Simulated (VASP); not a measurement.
A run of VASP 6.6.1 is set up as follows.

Contents of POSCAR:

```
BaF2
1.0
    0.0000000000      3.0971612412      3.0971612412
    3.0971612412      0.0000000000      3.0971612412
    3.0971612412      3.0971612412      0.0000000000
Ba F
1 2
Direct
    0.0000000000      0.0000000000      0.0000000000
    0.2500000000      0.2500000000      0.2500000000
    0.7500000000      0.7500000000      0.7500000000
```

Contents of INCAR.step1:

```
  PREC = Accurate
  ENCUT = 520
  EDIFF = 1E-5
  ISMEAR = 0
  SIGMA = 0.01
  LREAL = False
  LASPH = True
  NELM = 120
  ALGO = Normal
  ISIF = 2
  LWAVE = True
  NBANDS = 19
  GGA = PE
  GGA_COMPAT = False
```

The input INCAR.step2:

```
  PREC = Accurate
  ENCUT = 520
  EDIFF = 1E-6
  ISMEAR = 0
  SIGMA = 0.01
  LREAL = False
  LASPH = True
  NELM = 120
  ALGO = Normal
  ISIF = 2
  LWAVE = False
  LCHARG = True
  GGA = PE
  LHFCALC = True
  HFSCREEN = 0.2079
  PRECFOCK = Normal
  LELF = True
  LVHAR = True
  NBANDS = 19
  ISTART = 1
  GGA_COMPAT = False
```

KPOINTS

```
regular mesh
0
Gamma
  4 4 4
```

Potentials or basis: VASP PAW PBE potentials, release 64 (Ba_sv, F).

Launch:

```bash
$ cat potpaw_PBE.64/Ba_sv/POTCAR potpaw_PBE.64/F/POTCAR > POTCAR
$ cp INCAR.step1 INCAR
$ mpirun -np 1 vasp_std > vasp.out
$ cp INCAR.step2 INCAR
$ mpirun -np 1 vasp_std > vasp.out
```

Problem. Predict the band gap on the k mesh.

Solution. 8.70 eV (least direct gap 8.79 eV).

Problem. Predict the pressure.

Solution. 1.4 GPa.

Caveat: the k points lie up to 0.44 Å⁻¹ apart; the PAW data sets were made with another functional, which shifts forces and pressure a little; spin-orbit coupling is left out, which moves the levels of the heavy elements. A k mesh can miss the band edges.
